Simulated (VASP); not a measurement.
# Al3Co2Ru (P-3m1) in VASP: further runs, part 2 of 2

VASP 6.6.1.

## Step 5: Single point, PBE (11.93 Å³/atom)

This run uses another cell than the first one, of 11.93 Å³/atom.

The input, INCAR:

```
SYSTEM = Al3Co2Ru
ALGO = Fast
EDIFF = 1E-6
ENCUT = 520
GGA = PE
ISIF = 2
ISMEAR = 0
LASPH = .True.
LCHARG = .False.
LREAL = .False.
LWAVE = .False.
NBANDS = 30
NELM = 60
PREC = Accurate
SIGMA = 0.1
```

The input, KPOINTS:

```
k-points
0
Gamma
  12 12 8
  0 0 0
```

The input, POSCAR:

```
Al3Co2Ru
1.0
    4.0679930094      0.0000000000      0.0000000000
   -2.0339965047      3.5229852886      0.0000000000
    0.0000000000      0.0000000000      4.9962322466
Al Co Ru
3 2 1
Direct
    0.3333333333      0.6666666667      0.3249580547
    0.6666666667      0.3333333333      0.6750419453
    0.0000000000      0.0000000000      0.0000000000
    0.3333333333      0.6666666667      0.8367367036
    0.6666666667      0.3333333333      0.1632632964
    0.0000000000      0.0000000000      0.5000000000
```

Potentials or basis: VASP PAW PBE potentials, release 64 (Al, Co, Ru_pv).

The run is started by

```
$ cat potpaw_PBE.64/Al/POTCAR potpaw_PBE.64/Co/POTCAR potpaw_PBE.64/Ru_pv/POTCAR > POTCAR
$ mpirun -np 1 vasp_std > vasp.out
```

OUTCAR:

```text
SYSTEM = Al3Co2Ru
   EDIFF = 1E-6
   ENCUT = 520
   GGA = PE
   ISIF = 2
   ISMEAR = 0
   LASPH = .True.
   LREAL = .False.
   NELM = 60
   PREC = Accurate

 ion  position               nearest neighbor table
   1  0.333  0.667  0.325-   4 2.44   5 2.48   5 2.48   5 2.48   6 2.51   6 2.51   6 2.51   4 2.56
                             3 2.86   3 2.86   3 2.86   2 2.93   2 2.93   2 2.93
   2  0.667  0.333  0.675-   5 2.44   4 2.48   4 2.48   4 2.48   6 2.51   6 2.51   6 2.51   5 2.56
                             3 2.86   3 2.86   3 2.86   1 2.93   1 2.93   1 2.93
   3  0.000  0.000  0.000-   4 2.49   5 2.49   5 2.49   4 2.49   5 2.49   4 2.49   6 2.50   6 2.50
                             1 2.86   2 2.86   1 2.86   2 2.86   2 2.86   1 2.86
   4  0.333  0.667  0.837-   1 2.44   2 2.48   2 2.48   2 2.48   3 2.49   3 2.49   3 2.49   1 2.56
                             5 2.86   5 2.86   5 2.86   6 2.89   6 2.89   6 2.89
   5  0.667  0.333  0.163-   2 2.44   1 2.48   1 2.48   1 2.48   3 2.49   3 2.49   3 2.49   2 2.56
                             4 2.86   4 2.86   4 2.86   6 2.89   6 2.89   6 2.89
   6  0.000  0.000  0.500-   3 2.50   3 2.50   1 2.51   2 2.51   2 2.51   1 2.51   2 2.51   1 2.51
                             5 2.89   4 2.89   5 2.89   4 2.89   4 2.89   5 2.89

  LATTYP: Found a hexagonal cell.
 ALAT       =     4.0679930094
 C/A-ratio  =     1.2281811289

[... 198 lines left out ...]
      1     -31.2677      2.00000
      2     -31.2499      2.00000
      3     -31.2499      2.00000
      4       0.2089      2.00000
      5       4.8291      2.00000
      6       5.5420      2.00000
[... 781 lines left out ...]
     29      17.6117      0.00000
     30      17.8221      0.00000

 [... further k-points ...]

------------------------ aborting loop because EDIFF is reached ----------------------------------------

  FORCE on cell =-STRESS in cart. coord.  units (eV):
  Direction    XX          YY          ZZ          XY          YZ          ZX
  --------------------------------------------------------------------------------------
  -------------------------------------------------------------------------------------
  Total        2.6974175      2.6974175      2.6970562      0.0000000      0.0000000      0.0000000
  in kB       60.3566473     60.3566473     60.3485627      0.0000000      0.0000000      0.0000000
  external PRESSURE =      60.3539524 kB  Pullay stress =       0.0000000 kB

 VOLUME and BASIS-vectors are now :
 -----------------------------------------------------------------------------
  energy-cutoff  :      520.00
  volume of cell :       71.60
      direct lattice vectors                 reciprocal lattice vectors
     4.067993009  0.000000000  0.000000000     0.245821465  0.141925089  0.000000000
    -2.033996505  3.522985289  0.000000000     0.000000000  0.283850178  0.000000000
     0.000000000  0.000000000  4.996232247     0.000000000  0.000000000  0.200150824

 POSITION                                       TOTAL-FORCE (eV/Angst)
 -----------------------------------------------------------------------------------
     -0.00000      2.34866      1.62357         0.000000      0.000000     -0.001458
      2.03400      1.17433      3.37267         0.000000      0.000000      0.001458
      0.00000      0.00000      0.00000        -0.000000      0.000000      0.000000
     -0.00000      2.34866      4.18053         0.000000      0.000000     -0.007319
      2.03400      1.17433      0.81570        -0.000000      0.000000      0.007319
      0.00000      0.00000      2.49812        -0.000000      0.000000      0.000000
 -----------------------------------------------------------------------------------
    total drift:                               -0.000000      0.000000     -0.000000

  FREE ENERGIE OF THE ION-ELECTRON SYSTEM (eV)
  ---------------------------------------------------
  free  energy   TOTEN  =       -38.2940723519 eV

  energy  without entropy=      -38.2858643742  energy(sigma->0) =      -38.28996836
```

OSZICAR:

```text
N       E                     dE             d eps       ncg     rms          rms(c)
DAV:   1     0.305345503794E+03    0.30535E+03   -0.19029E+04  8276   0.144E+03
DAV:   2    -0.233023205356E+02   -0.32865E+03   -0.31338E+03  7908   0.359E+02
DAV:   3    -0.420896160287E+02   -0.18787E+02   -0.17914E+02  9252   0.966E+01
[... 11 lines left out ...]
RMM:  15    -0.382940729301E+02   -0.91263E-05   -0.10764E-04 10753   0.509E-02    0.340E-02
RMM:  16    -0.382940745912E+02   -0.16611E-05   -0.15421E-05  9616   0.237E-02    0.306E-02
RMM:  17    -0.382940770105E+02   -0.24193E-05   -0.43842E-06  7522   0.121E-02    0.241E-02
RMM:  18    -0.382940724698E+02    0.45407E-05   -0.80176E-06  8149   0.223E-02    0.411E-03
RMM:  19    -0.382940723519E+02    0.11789E-06   -0.10281E-06  5206   0.545E-03
   1 F= -.38294072E+02 E0= -.38289968E+02  d E =-.820798E-02
```

Run time: 8.8 min. Hardware: 1 thread of AMD EPYC 7R43 (Zen 3), shared host; peak memory 0.35 GiB.

Results:

```yaml
Free_energy: -38.2941 eV
Pressure: 6.0 GPa
Largest_force: 0.007 eV/Å
Band_gap_on_the_k_mesh: zero (an odd number of electrons rules out a gap without spin polarisation)
```

Forces in eV/Å, atoms in the order of the input:
```
Al   0.000  0.000 -0.001
Al   0.000  0.000  0.001
Al   0.000  0.000  0.000
Co   0.000  0.000 -0.007
Co   0.000  0.000  0.007
Ru   0.000  0.000  0.000
```

Caveat: the cell stands under pressure; the run has no spin polarisation, though such a crystal can be magnetic.

## Step 6: Single point, PBE

This run uses another cell than the first one, of 12.30 Å³/atom.

The input, INCAR:

```
SYSTEM = Al3Co2Ru
PREC     = Accurate       ! precision mode
ENCUT    = 520            ! plane-wave cutoff, eV
EDIFF    = 1E-6           ! SCF threshold, eV
ISMEAR   = 0              ! smearing method
SIGMA    = 0.1            ! smearing width, eV
LREAL    = .False.        ! projectors in reciprocal space
LASPH    = .True.         ! aspherical terms in the spheres
NELM     = 80             ! most SCF steps
ALGO     = Fast           ! electronic algorithm
ISIF     = 2              ! what is computed and relaxed
LWAVE    = .False.        ! write WAVECAR
LCHARG   = .False.        ! write CHGCAR
GGA      = PE             ! functional
NBANDS   = 30             ! bands
```

The input, KPOINTS:

```
regular mesh
0
Gamma
  12 12 8
  0 0 0
```

The input, POSCAR:

```
Al3Co2Ru
1.0
    4.1099416203      0.0000000000      0.0000000000
   -2.0549708101      3.5593138513      0.0000000000
    0.0000000000      0.0000000000      5.0461478813
Al Co Ru
3 2 1
Direct
    0.3333333333      0.6666666667      0.3253947196
    0.6666666667      0.3333333333      0.6746052804
    0.0000000000      0.0000000000      0.0000000000
    0.3333333333      0.6666666667      0.8367133063
    0.6666666667      0.3333333333      0.1632866937
    0.0000000000      0.0000000000      0.5000000000
```

Potentials or basis: VASP PAW PBE potentials, release 64 (Al, Co, Ru_pv).

The run is started by

```
$ cat potpaw_PBE.64/Al/POTCAR potpaw_PBE.64/Co/POTCAR potpaw_PBE.64/Ru_pv/POTCAR > POTCAR
$ mpirun -np 1 vasp_std > vasp.out
```

It took 7.9 min on 1 thread of AMD EPYC 7R43 (Zen 3), shared host; peak memory 0.36 GiB.

Results (log left out):

```yaml
Free_energy: -38.3345 eV
Pressure: 0.4 GPa
Largest_force: 0.007 eV/Å
Band_gap_on_the_k_mesh: zero (an odd number of electrons rules out a gap without spin polarisation)
```

Forces in eV/Å, atoms in the order of the input:
```
Al   0.000  0.000 -0.001
Al   0.000  0.000  0.001
Al   0.000  0.000  0.000
Co   0.000  0.000 -0.007
Co   0.000  0.000  0.007
Ru   0.000  0.000  0.000
```

Levels at points of the mesh, in eV from the Fermi level:
```tsv
k point	band 18	band 19	band 20	band 21	band 22	band 23	band 24	band 25
(0.00, 0.00, 0.00)	-0.76	-0.35	-0.35	-0.31	3.26	3.26	3.95	3.95
(0.50, 0.00, 0.00)	-1.07	-1.05	-0.83	-0.81	0.42	1.46	2.28	3.83
(0.00, 0.00, 0.50)	-0.89	0.44	0.44	2.88	2.88	3.09	3.56	4.37
(0.50, 0.00, 0.50)	-0.96	-0.94	-0.85	-0.22	0.96	1.77	2.49	3.36
```

Caveat: the run has no spin polarisation, though such a crystal can be magnetic.

## Step 7: Single point, PBE

This run uses another cell than the first one, of 12.30 Å³/atom.

The input, INCAR:

```
PREC = Accurate ; ENCUT = 520
EDIFF = 1E-7 ; ISMEAR = 0
SIGMA = 0.1 ; LREAL = F
LASPH = T ; NELM = 60
ALGO = Fast ; ISIF = 2
LWAVE = F ; LCHARG = F
GGA = PE ; NBANDS = 30
```

The input, KPOINTS:

```
regular mesh
0
Gamma
  12 12 8
```

POSCAR is that of step 6.

The run is started by

```
$ cat potpaw_PBE.64/Al/POTCAR potpaw_PBE.64/Co/POTCAR potpaw_PBE.64/Ru_pv/POTCAR > POTCAR
$ mpirun -np 1 vasp_std > vasp.out
```

Run time: 10 min. Hardware: 1 thread of AMD EPYC 7R43 (Zen 3), shared host; peak memory 0.36 GiB.

The run converged. Its results:

```yaml
Free_energy: -38.3345 eV
Pressure: 0.0 GPa
Largest_force: 0.007 eV/Å
Band_gap_on_the_k_mesh: zero (an odd number of electrons rules out a gap without spin polarisation)
```

Forces on the atoms (eV/Å):
```
Al   0.000  0.000  0.000
Al   0.000  0.000  0.000
Al   0.000  0.000  0.000
Co   0.000  0.000 -0.007
Co   0.000  0.000  0.007
Ru   0.000  0.000  0.000
```

Levels at points of the mesh, in eV from the Fermi level:
```tsv
k point	band 18	band 19	band 20	band 21	band 22	band 23	band 24	band 25
(0.00, 0.00, 0.00)	-0.76	-0.35	-0.35	-0.31	3.26	3.26	3.95	3.95
(0.50, 0.00, 0.00)	-1.07	-1.05	-0.83	-0.81	0.42	1.46	2.28	3.83
(0.00, 0.00, 0.50)	-0.89	0.44	0.44	2.88	2.88	3.09	3.56	4.37
(0.50, 0.00, 0.50)	-0.96	-0.94	-0.85	-0.22	0.96	1.77	2.49	3.36
```

Caveat: the run has no spin polarisation, though such a crystal can be magnetic. Spin polarisation is off, so any magnetic state and its effect on volume and gap are missing.

## Step 8: The runs side by side

```tsv
cell	further INCAR settings	gap on the mesh (eV)	pressure (GPa)	largest force (eV/Å)
a = 3.937, b = 3.937, c = 4.840 Å, angles 90.0, 90.0, 120.0°, 6 atoms	ALGO = Fast; EDIFF = 1e-06; NBANDS = 30	none	31.6	0.01
a = 3.982, b = 3.982, c = 4.893 Å, angles 90.0, 90.0, 120.0°, 6 atoms	ALGO = Fast; EDIFF = 1e-07; NBANDS = 30	none	21.4	0.01
a = 4.025, b = 4.025, c = 4.945 Å, angles 90.0, 90.0, 120.0°, 6 atoms	ALGO = Fast; EDIFF = 1e-06; NBANDS = 30	none	13.1	0.01
a = 4.068, b = 4.068, c = 4.996 Å, angles 90.0, 90.0, 120.0°, 6 atoms	ALGO = Fast; EDIFF = 1e-06; NBANDS = 30	none	6.0	0.01
a = 4.110, b = 4.110, c = 5.046 Å, angles 90.0, 90.0, 120.0°, 6 atoms	ALGO = Fast; EDIFF = 1e-06; NBANDS = 30	none	0.4	0.01
a = 4.110, b = 4.110, c = 5.046 Å, angles 90.0, 90.0, 120.0°, 6 atoms	ALGO = Fast; EDIFF = 1e-07; NBANDS = 30	none	0.0	0.01
```

Alike in all rows: task single point; level PBE; potentials or basis VASP PAW PBE potentials, release 64 (Al, Co, Ru_pv); no spin polarisation; k mesh 12 × 12 × 8; cutoff (eV) 520; smearing gaussian 0.1 eV.

Caveats: the run has no spin polarisation, though such a crystal can be magnetic; the cell stands under pressure (at least some runs).

Total energies depend on the potentials used, so only differences within one code and one set of settings carry meaning.
